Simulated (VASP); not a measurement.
A run of VASP 6.6.1 is set up as follows.

File INCAR:

```
SYSTEM = TaN
ALGO = Normal
EDIFF = 1E-6
ENCUT = 600
GGA = PS
GGA_COMPAT = .False.
ISIF = 2
ISMEAR = 0
LASPH = .True.
LCHARG = .False.
LREAL = .False.
LWAVE = .False.
NBANDS = 16
NELM = 120
PREC = Accurate
SIGMA = 0.15
```

The input KPOINTS:

```
k-points
0
Gamma
  21 21 18
  0 0 0
```

Contents of POSCAR:

```
TaN
1.0
    2.8652544274      0.0000000000      0.0000000000
   -1.4326272137      2.4813831225      0.0000000000
    0.0000000000      0.0000000000      2.8701253600
Ta N
1 1
Direct
    0.3333333333      0.6666666667      0.5000000000
    0.0000000000      0.0000000000      0.0000000000
```

Potentials or basis: VASP PAW PBE potentials, release 64 (Ta_sv_GW, N).

Run with:

```console
$ cat potpaw_PBE.64/Ta_sv_GW/POTCAR potpaw_PBE.64/N/POTCAR > POTCAR
$ mpirun -np 1 vasp_std > vasp.out
```

**Question.** What does it give for the band gap on the k mesh?

**Answer.** Zero (band 9 reaches 13.33 eV, above the bottom of band 10 at 12.95 eV).

**Question.** Estimate the pressure.

**Answer.** 15.8 GPa.

Stress tensor (GPa, compression positive):
```
19.84  0.00  0.00
 0.00 19.84  0.00
 0.00  0.00  7.80
```

Caveat: the PAW data sets were made with another functional, which shifts forces and pressure a little; spin-orbit coupling is left out, which moves the levels of the heavy elements.
